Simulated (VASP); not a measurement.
A run of VASP 6.6.1:

The input POSCAR:

```
CdTe
1.0
    0.0000000000      3.5237388707      3.2778966239
    3.2778966239      0.0000000000      3.2778966239
    3.2778966239      3.5237388707      0.0000000000
Cd Te
1 1
Direct
    0.0000000000      0.0000000000      0.0000000000
    0.7500000000      0.7500000000      0.7500000000
```

INCAR.step1

```
PREC = Accurate
ENCUT = 520
ISMEAR = 0
SIGMA = 0.05
LREAL = False
LASPH = True
NELM = 100
NBANDS = 16
GGA = PE
ALGO = Normal
EDIFF = 1E-4
LWAVE = True
LCHARG = False
```

File INCAR.step2:

```
PREC = Accurate
ENCUT = 520
EDIFF = 1E-7
ISMEAR = 0
SIGMA = 0.05
LREAL = False
LASPH = True
NELM = 100
ALGO = Normal
ISIF = 2
LWAVE = False
LCHARG = True
METAGGA = R2SCAN
LMIXTAU = True
LELF = True
LVHAR = True
NBANDS = 16
ISTART = 1
```

KPOINTS

```
regular mesh
0
Gamma
  8 8 8
```

Potentials or basis: VASP PAW PBE potentials, release 64 (Cd, Te).

The run is started by

```console
$ cat potpaw_PBE.64/Cd/POTCAR potpaw_PBE.64/Te/POTCAR > POTCAR
$ cp INCAR.step1 INCAR
$ mpirun -np 1 vasp_std > vasp.out
$ cp INCAR.step2 INCAR
$ mpirun -np 1 vasp_std > vasp.out
```

Hardware: 1 thread of Intel Xeon 8259CL, on a shared host.

**Question.** Estimate the wall time of this run.

**Answer.** Run time: 7.1 min on 1 thread of Intel Xeon 8259CL, with other jobs on the host, peak memory 0.27 GiB. Counts: k points 59.
